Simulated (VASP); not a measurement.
Input of a VASP 6.6.1 run:

The input INCAR:

```
SYSTEM = Al
  ALGO = Fast
  EDIFF = 1E-6
  ENCUT = 520
  GGA = PE
  ISIF = 2
  ISMEAR = 0
  LASPH = .TRUE.
  LCHARG = .FALSE.
  LREAL = .FALSE.
  LWAVE = .FALSE.
  NBANDS = 10
  NELM = 80
  PREC = Accurate
  SIGMA = 0.15
```

Contents of KPOINTS:

```
k-points
0
G
  12 12 8
  0 0 0
```

Contents of POSCAR:

```
Al
1.0
    0.0271532727     -1.9792913583     -1.9720763472
   -0.0361721259      1.9498375302     -1.9426225192
    4.0905961248     -0.0633253987      0.0090188532
Al
2
Direct
    0.5006279898      0.5147538867      0.4958740278
   -0.0006279898     -0.0147538867      0.0041259722
```

Potentials or basis: VASP PAW PBE potentials, release 64 (Al).

The run is started by

```sh
$ cat potpaw_PBE.64/Al/POTCAR > POTCAR
$ mpirun -np 1 vasp_std > vasp.out
```

Predict the largest force.

0.217 eV/Å.

What does it give for the band gap on the k mesh?

Zero (bands 3 and 4 overlap by 11.71 eV).

What does it give for the pressure?

4.6 GPa.

Stress tensor (GPa, compression positive):
```
 2.32  0.12  0.07
 0.12  5.81 -0.64
 0.07 -0.64  5.68
```

Caveat: the cell differs from its parent crystal (atoms moved at random and the cell strained at random); the cell stands under pressure.
